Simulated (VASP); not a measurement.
# BN (P1) in VASP: further runs

The runs below take BN through single point, with r2SCAN.

Everything below comes from runs of VASP 6.6.1. Logs are shortened: lines on timing, memory, paths and dates and some standing lists are left out, and cuts for length are marked.

## Step 1: The cell of the first run

The typed cell holds 4 atoms: a = 2.279 Å, b = 2.295 Å, c = 6.486 Å, α = 87.17°, β = 95.95°, γ = 120.98°.

## Step 2: Single point, r2SCAN (atoms moved at random and the cell strained at random)

File POSCAR:

```
BN
1.0
    2.2755681085     -0.0243187368     -0.1204158385
   -1.1588446982      1.9802258010      0.0572450557
   -0.3309740552     -0.0094035398      6.4773969626
B N
2 2
Direct
    0.3032859117      0.6335246725      0.2291818844
    0.6657230160      0.3179687934      0.7786014484
    0.3329210703      0.6301741323      0.7475052646
    0.6980700020      0.4183324018      0.2447114026
```

File INCAR.step1:

```
SYSTEM = BN
ALGO = Normal ; EDIFF = 1E-4
ENCUT = 520 ; GGA = PE
ISMEAR = 0 ; LASPH = .True.
LCHARG = .False. ; LREAL = .False.
LWAVE = .True. ; NBANDS = 16
NELM = 60 ; PREC = Accurate
SIGMA = 0.05
```

File INCAR.step2:

```
SYSTEM = BN
ALGO = Normal ; EDIFF = 1E-6
ENCUT = 520 ; ISIF = 2
ISMEAR = 0 ; ISTART = 1
LASPH = .True. ; LCHARG = .True.
LELF = .True. ; LMIXTAU = .True.
LREAL = .False. ; LVHAR = .True.
LWAVE = .False. ; METAGGA = R2SCAN
NBANDS = 16 ; NELM = 60
PREC = Accurate ; SIGMA = 0.05
```

File KPOINTS:

```
k-points
0
Gamma
  12 12 4
  0 0 0
```

Potentials or basis: VASP PAW PBE potentials, release 64 (B, N).

Launch:

```
> cat potpaw_PBE.64/B/POTCAR potpaw_PBE.64/N/POTCAR > POTCAR
> cp INCAR.step1 INCAR
> mpirun -np 1 vasp_std > vasp.out
> cp INCAR.step2 INCAR
> mpirun -np 1 vasp_std > vasp.out
```

OUTCAR:

```text
SYSTEM = BN
   EDIFF = 1E-6
   ENCUT = 520
   ISIF = 2
   ISMEAR = 0
   ISTART = 1
   LASPH = .True.
   LREAL = .False.
   METAGGA = R2SCAN
   NELM = 60
   PREC = Accurate

 ion  position               nearest neighbor table
   1  0.303  0.634  0.229-   4 1.22   4 1.22   4 1.55
   2  0.666  0.318  0.779-   3 1.28   3 1.34   3 1.37
   3  0.333  0.630  0.748-   2 1.28   2 1.34   2 1.37
   4  0.698  0.418  0.245-   1 1.22   1 1.22   1 1.55

  LATTYP: Found a triclinic cell.
 ALAT       =     9.2545674975
 B/A-ratio  =     1.4113034714
 C/A-ratio  =     0.2462439930
 COS(alpha) =     0.0125563481
 COS(beta)  =     0.6837689723
 COS(gamma) =     0.7306299933

  Lattice vectors:

 A1 = (  -5.9988336825,  -1.9166731304,   6.7813994224)
 A2 = (   0.4968965878,  -1.9990328806,  12.8975488695)
 A3 = (  -2.2755681085,   0.0243187368,   0.1204158385)

Analysis of symmetry for initial positions (statically):
=====================================================================
 Subroutine PRICEL returns:
 Original cell was already a primitive cell.

 Routine SETGRP: Setting up the symmetry group for a
 triclinic supercell.

 Subroutine GETGRP returns: Found  1 space group operations
 (whereof  1 operations were pure point group operations)
 out of a pool of  2 trial point group operations.

The static configuration has the point symmetry C_1 .

Analysis of symmetry for dynamics (positions and initial velocities):
=====================================================================
 Subroutine PRICEL returns:
 Original cell was already a primitive cell.

 Routine SETGRP: Setting up the symmetry group for a
 triclinic supercell.

 Subroutine GETGRP returns: Found  1 space group operations
 (whereof  1 operations were pure point group operations)
 out of a pool of  2 trial point group operations.

The dynamic configuration has the point symmetry C_1 .

 Subroutine INISYM returns: Found  1 space group operations
 (whereof  1 operations are pure point group operations),
 and found     1 'primitive' translations

----------------------------------------------------------------------------------------

                                     Primitive cell

  volume of cell :      28.9270

  direct lattice vectors                    reciprocal lattice vectors
     2.275568108 -0.024318737 -0.120415838     0.443435737  0.258836430  0.023033898
    -1.158844698  1.980225801  0.057245056     0.005484657  0.508173154  0.001017987
    -0.330974055 -0.009403540  6.477396963     0.008195069  0.000320747  0.154802211

  length of vectors
     2.278881654  2.295101796  6.485854120     0.513967033  0.508203770  0.155019310

  position of ions in fractional coordinates (direct lattice)
     0.303285912  0.633524673  0.229181884
     0.665723016  0.317968793  0.778601448
     0.332921070  0.630174132  0.747505265
     0.698070002  0.418332402  0.244711403

  ion indices of the primitive-cell ions
   primitive index   ion index
                 1           1
                 2           2
                 3           3
                 4           4

----------------------------------------------------------------------------------------

 KPOINTS: k-points

Automatic generation of k-mesh.
 Grid dimensions read from file:
 generate k-points for:   12   12    4

 Generating k-lattice:

  Cartesian coordinates                     Fractional coordinates (reciprocal lattice)
     0.036952978  0.021569702  0.001919492     0.083333333 -0.000000000  0.000000000
     0.000457055  0.042347763  0.000084832     0.000000000  0.083333333  0.000000000
     0.002048767  0.000080187  0.038700553     0.000000000  0.000000000  0.250000000

  Length of vectors
     0.042830586  0.042350314  0.038754828

  Shift w.r.t. Gamma in fractional coordinates (k-lattice)
     0.000000000  0.000000000  0.000000000

 Subroutine IBZKPT returns following result:
 ===========================================

 Found    292 irreducible k-points:

 Following reciprocal coordinates:
            Coordinates               Weight
  0.000000  0.000000  0.000000      1.000000
  0.083333 -0.000000  0.000000      2.000000
  0.166667 -0.000000  0.000000      2.000000
  0.250000  0.000000  0.000000      2.000000
  0.333333  0.000000  0.000000      2.000000
  0.416667 -0.000000  0.000000      2.000000
[... 16 lines left out ...]
  0.250000  0.166667  0.000000      2.000000
  0.333333  0.166667 -0.000000      2.000000
 [... further k-points ...]
   k-points           NKPTS =    292   k-points in BZ     NKDIM =    292   number of bands    NBANDS=     16
   number of dos      NEDOS =    301   number of ions     NIONS =      4
   total plane-waves  NPLWV =  15552
   dimension x,y,z NGX =    18 NGY =   18 NGZ =   48
   dimension x,y,z NGXF=    36 NGYF=   36 NGZF=   96
   ions per type =               2   2
   NGX,Y,Z   is equivalent  to a cutoff of  13.13, 13.04, 12.30 a.u.
   NGXF,Y,Z  is equivalent  to a cutoff of  26.26, 26.08, 24.61 a.u.
 SYSTEM =  BN
   PREC   = accura    normal or accurate (medium, high low for compatibility)
   ISTART =      1    job   : 0-new  1-cont  2-samecut
   ICHARG =      0    charge: 1-file 2-atom 10-const
   ISPIN  =      1    spin polarized calculation?
   LNONCOLLINEAR =      F non collinear calculations
   LSORBIT =      F    spin-orbit coupling
   LASPH  =      T    aspherical Exc in radial PAW
   ENCUT  =  520.0 eV  38.22 Ry    6.18 a.u.   4.24  4.27 12.06*2*pi/ulx,y,z
   NELM   =     60;   NELMIN=  2; NELMDL=  0     # of ELM steps
   EDIFF  = 0.1E-05   stopping-criterion for ELM
   LREAL  =      F    real-space projection
   EDIFFG = 0.1E-04   stopping-criterion for IOM
   NSW    =      0    number of steps for IOM
   IBRION =     -1    ionic relax: 0-MD 1-quasi-New 2-CG
   NFREE  =      0    steps in history (QN), initial steepest desc. (CG)
   ISIF   =      2    stress and relaxation
   ISYM   =      2    0-nonsym 1-usesym 2-fastsym
   POTIM  = 0.5000    time-step for ionic-motion
   TEBEG  =    0.0;   TEEND  =   0.0 temperature during run
   PSTRESS=    0.0 pullay stress
   NELECT =      16.0000    total number of electrons
   NUPDOWN=      -1.0000    fix difference up-down
   EMIN   =  10.00;   EMAX   =-10.00  energy-range for DOS
   EFERMI =   0.00;   METHOD = LEGACY
   ISMEAR =     0;   SIGMA  =   0.05  broadening in eV -4-tet -1-fermi 0-gaus
   EFERMI_NEDOS =   21; number of points for ismear=-14 and -15
   IALGO  =     38    algorithm
   IMIX   =      4    mixing-type and parameters
     AMIX     =   0.40;   BMIX     =  1.00
     AMIX_MAG =   1.60;   BMIX_MAG =  1.00
  volume/ion in A,a.u.               =       7.23        48.80
  Fermi-wavevector in a.u.,A,eV,Ry     =   1.343839  2.539487 24.570805  1.805903
  Thomas-Fermi vector in A             =   2.471881
   LORBIT       =      0    0 simple, 1 ext, 2 COOP (PROOUT), +10 PAW based schemes
   METAGGA = R2SCAN    functional components
   LHFCALC =     F    Hartree Fock is set to
   AEXX    =    0.0000 exact exchange contribution
   IVDW    =     0    specifies the selected vdW correction
   LEPSILON=     F    determine dielectric tensor
   LRPA    =     F    only Hartree local field effects (RPA)
 non-spin polarized calculation
 Gauss-broadening in eV      SIGMA  =   0.05
  energy-cutoff  :      520.00
  volume of cell :       28.93
 maximum number of plane-waves:       794
 NGX is ok and might be reduce to    18
   NGX =  9   NGY =  9   NGZ = 23

 number of electron      16.0000001 magnetization

 Free energy of the ion-electron system (eV)
  ---------------------------------------------------
  ext. energy  EPLUGINS =         0.00000000
  ---------------------------------------------------
  free energy    TOTEN  =       -33.91400793 eV

  energy without entropy =      -33.91400793  energy(sigma->0) =      -33.91400793

 E-fermi :   6.3603     XC(G=0): -11.6137

 val. band max:        6.0608353264   @ k =   0.0000   0.0000   0.5000
 cond. band min:       7.7877265396   @ k =   0.5000   0.5000   0.5000
 fundamental gap:      1.7268912132
 Fermi energy:         6.3603230007

 k-point     1 :       0.0000    0.0000    0.0000
  band No.  band energies     occupation
      1     -17.0732      2.00000
      2     -16.6967      2.00000
      3      -4.6532      2.00000
      4      -2.1719      2.00000
      5      -0.7619      2.00000
      6       2.1676      2.00000
[... 8 lines left out ...]
     15      22.9628      0.00000
     16      23.6139      0.00000

 k-point     2 :       0.0833   -0.0000    0.0000
  band No.  band energies     occupation
      1     -16.9043      2.00000
      2     -16.5294      2.00000
      3      -4.4039      2.00000
      4      -1.9637      2.00000
      5      -1.0776      2.00000
      6       1.7394      2.00000
[... 8 lines left out ...]
     15      22.6167      0.00000
     16      23.9079      0.00000

 k-point     3 :       0.1667   -0.0000    0.0000
  band No.  band energies     occupation
      1     -16.4088      2.00000
      2     -16.0327      2.00000
      3      -3.6677      2.00000
      4      -2.0343      2.00000
      5      -1.2784      2.00000
      6       0.5197      2.00000
[... 8 lines left out ...]
     15      22.5366      0.00000
     16      23.6285      0.00000

 k-point     4 :       0.2500    0.0000    0.0000
  band No.  band energies     occupation
      1     -15.6276      2.00000
      2     -15.2263      2.00000
      3      -3.3658      2.00000
      4      -2.4697      2.00000
      5      -1.5559      2.00000
      6      -0.1298      2.00000
[... 8 lines left out ...]
     15      23.9511      0.00000
     16      24.8617      0.00000
[... 324 lines left out ...]
 k-point    22 :       0.1667    0.1667    0.0000
  band No.  band energies     occupation
      1     -14.9843      2.00000
      2     -14.6674      2.00000
      3      -3.5339      2.00000
      4      -2.2016      2.00000
      5      -1.8499      2.00000
      6      -0.5938      2.00000
[... 8 lines left out ...]
     15      23.0257      0.00000
     16      25.0325      0.00000

 k-point    23 :       0.2500    0.1667    0.0000
  band No.  band energies     occupation
      1     -13.9923      2.00000
      2     -13.6483      2.00000
      3      -5.0894      2.00000
      4      -4.0572      2.00000
      5      -1.6181      2.00000
      6      -1.0104      2.00000
[... 8 lines left out ...]
     15      23.0297      0.00000
     16      24.5128      0.00000

 k-point    24 :       0.3333    0.1667   -0.0000
  band No.  band energies     occupation
      1     -13.1266      2.00000
      2     -12.6178      2.00000
      3      -6.2868      2.00000
      4      -5.7086      2.00000
      5      -2.2677      2.00000
      6      -1.5747      2.00000
[... 8 lines left out ...]
     15      21.8615      0.00000
     16      23.8689      0.00000

 [... further k-points ...]

------------------------ aborting loop because EDIFF is reached ----------------------------------------

  FORCE on cell =-STRESS in cart. coord.  units (eV):
  Direction    XX          YY          ZZ          XY          YZ          ZX
  --------------------------------------------------------------------------------------
  -------------------------------------------------------------------------------------
  Total       41.7538311     22.9955913      0.0842907      0.3113408     -1.8660077     -1.4086788
  in kB     2312.6193163   1273.6567466      4.6686098     17.2442343   -103.3525618    -78.0224904
  external PRESSURE =    1196.9815575 kB  Pullay stress =       0.0000000 kB

 VOLUME and BASIS-vectors are now :
 -----------------------------------------------------------------------------
  energy-cutoff  :      520.00
  volume of cell :       28.93
      direct lattice vectors                 reciprocal lattice vectors
     2.275568108 -0.024318737 -0.120415838     0.443435737  0.258836430  0.023033898
    -1.158844698  1.980225801  0.057245056     0.005484657  0.508173154  0.001017987
    -0.330974055 -0.009403540  6.477396963     0.008195069  0.000320747  0.154802211

 POSITION                                       TOTAL-FORCE (eV/Angst)
 -----------------------------------------------------------------------------------
     -0.11986      1.24499      1.48425         0.409222     11.407607      0.496124
      0.88872      0.60614      4.98135         3.105687     -3.044779     -2.406393
     -0.22009      1.23276      4.83787        -3.151016      3.065361      2.229200
      1.02273      0.80912      1.52498        -0.363894    -11.428189     -0.318932
 -----------------------------------------------------------------------------------
    total drift:                               -0.000293     -0.000527     -0.000308

  FREE ENERGIE OF THE ION-ELECTRON SYSTEM (eV)
  ---------------------------------------------------
  free  energy   TOTEN  =       -33.9140079336 eV

  energy  without entropy=      -33.9140079336  energy(sigma->0) =      -33.91400793
```

Run time: 8.8 min. Hardware: 1 thread of Intel Xeon 8259CL, shared host; peak memory 0.23 GiB.

What came out:

```
Free energy            : -33.9140 eV
Pressure               : 119.7 GPa
Largest force          : 11.438 eV/Å
Band gap on the k mesh : 1.73 eV (least direct gap 2.56 eV)
```

Forces on the atoms (eV/Å):
```
B     0.409  11.408   0.496
B     3.106  -3.045  -2.406
N    -3.151   3.065   2.229
N    -0.364 -11.428  -0.319
```

Caveat: the cell differs from its parent crystal (atoms moved at random and the cell strained at random); the cell stands under pressure; the PAW data sets were made with another functional, which shifts forces and pressure a little. A k mesh can miss the band edges.

## Step 3: Single point, r2SCAN (atoms moved at random and the cell strained at random)

File POSCAR:

```
BN
1.0
    2.5651597657     -0.0239872778     -0.0471309765
   -1.3033534748      2.2350090923     -0.0520804080
   -0.1295438424     -0.2400850280      6.6587392368
B N
2 2
Direct
    0.3738456004      0.7155326981      0.2540171209
    0.6428345962      0.2617867750      0.7554932788
    0.2697373687      0.6322001519      0.7631166924
    0.7135824346      0.3904803750      0.2273729079
```

File INCAR.step1:

```
PREC = Accurate
ENCUT = 520
ISMEAR = 0
SIGMA = 0.05
LREAL = F
LASPH = T
NELM = 80
NBANDS = 16
GGA = PE
ALGO = Normal
EDIFF = 1E-4
LWAVE = T
LCHARG = F
```

File INCAR.step2:

```
PREC = Accurate
ENCUT = 520
EDIFF = 1E-6
ISMEAR = 0
SIGMA = 0.05
LREAL = F
LASPH = T
NELM = 80
ALGO = Normal
ISIF = 2
LWAVE = F
LCHARG = F
METAGGA = R2SCAN
LMIXTAU = T
NBANDS = 16
ISTART = 1
```

File KPOINTS:

```
regular mesh
0
Gamma
  12 12 4
```

Potentials or basis: VASP PAW PBE potentials, release 64 (B, N).

Launch:

```
> cat potpaw_PBE.64/B/POTCAR potpaw_PBE.64/N/POTCAR > POTCAR
> cp INCAR.step1 INCAR
> mpirun -np 1 vasp_std > vasp.out
> cp INCAR.step2 INCAR
> mpirun -np 1 vasp_std > vasp.out
```

Run time: 10 min. Hardware: 1 thread of Intel Xeon 8259CL, shared host; peak memory 0.27 GiB.

The run converged. Its results:

```
Free energy            : -37.7222 eV
Pressure               : -12.4 GPa
Largest force          : 4.410 eV/Å
Band gap on the k mesh : 3.50 eV (least direct gap 4.25 eV)
```

Forces in eV/Å, atoms in the order of the input:
```
B    0.510  0.863 -2.603
B   -3.971  1.671  0.796
N    3.993 -1.656 -0.875
N   -0.532 -0.878  2.681
```

Stress tensor (GPa, compression positive):
```
-17.89   9.62   1.53
  9.62 -18.12   0.98
  1.53   0.98  -1.19
```

Levels at points of the mesh, in eV from the valence-band top:
| k point | band 5 | band 6 | band 7 | band 8 | band 9 | band 10 | band 11 | band 12 |
| --- | --- | --- | --- | --- | --- | --- | --- | --- |
| (0.00, 0.00, 0.00) | -3.82 | -2.09 | -1.38 | 0.00 | 4.58 | 8.59 | 10.60 | 10.77 |
| (0.50, 0.00, 0.00) | -4.46 | -3.95 | -1.54 | -0.89 | 4.41 | 4.47 | 8.43 | 8.89 |
| (0.00, 0.50, 0.00) | -4.63 | -3.80 | -1.92 | -0.75 | 3.50 | 5.69 | 8.50 | 9.11 |
| (0.50, 0.50, 0.00) | -5.68 | -4.26 | -2.44 | -1.11 | 4.18 | 6.52 | 9.06 | 9.60 |
| (0.00, 0.00, 0.50) | -3.82 | -2.09 | -1.38 | 0.00 | 6.16 | 7.90 | 9.27 | 10.61 |
| (0.50, 0.00, 0.50) | -4.45 | -3.96 | -1.36 | -0.91 | 3.65 | 4.79 | 8.49 | 9.00 |
| (0.00, 0.50, 0.50) | -4.63 | -3.80 | -1.51 | -1.18 | 4.05 | 4.73 | 8.65 | 9.22 |
| (0.50, 0.50, 0.50) | -5.68 | -4.26 | -2.09 | -1.46 | 4.28 | 5.95 | 9.37 | 9.61 |

Caveat: the cell differs from its parent crystal (atoms moved at random and the cell strained at random); the cell stands under tension; the PAW data sets were made with another functional, which shifts forces and pressure a little. A k mesh can miss the band edges.
